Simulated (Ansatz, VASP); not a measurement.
# Two plane-wave programs on TaN

```
Ta N
1.0
     3.05000    0.00000    0.00000
    -1.52500    2.64138    0.00000
     0.00000    0.00000    4.98940
Ta N
2 2
Direct
  0.33333 0.66667 0.00000
  0.66667 0.33333 0.50000
  0.33333 0.66667 0.38500
  0.66667 0.33333 0.88500
```

Change from the starting cell: strain +0.0100 x Voigt [0, 0, 1, 0, 0, 0], atoms carried along.

Alike in both runs: task single point; functional PBE; k mesh 18 × 18 × 10; occupations gaussian, width 0.15 eV; no spin polarisation.

|  | VASP | Ansatz |
| --- | --- | --- |
| version | VASP 6.6.1 | Ansatz 0.2.0 |
| potentials or method | VASP PAW PBE potentials, release 64 (Ta_pv, N), cutoff 520 eV | scalar-relativistic, plane waves, PAW |
| valence electrons in the cell | 32 | 36 |

```tsv
	VASP	Ansatz	Ansatz less VASP
gap on the k mesh at the Fermi level (eV)	none	none	-
pressure (GPa)	133.7	130.7	-3.00
traceless stress, the component that is largest in VASP (GPa)	-20.17	-19.70	+0.469
rms of the force components (eV/Å)	1.639	1.610	-0.0294
```

Atom by atom the forces differ by 0.029 eV/Å (rms over components). A gap of «none» marks a metal or a gap that the smearing closes. Both programs put the cell under a high pressure, so it lies far from rest at this level. The functional is the same, so the differences come from potentials, cutoffs and numerics. VASP's potentials hold 32 valence electrons a cell and Ansatz's 36, so a difference there can come from the potentials and not from the codes.

Neither program's run includes spin-orbit coupling. Noted on VASP's run: the cell as given lies far from equilibrium.
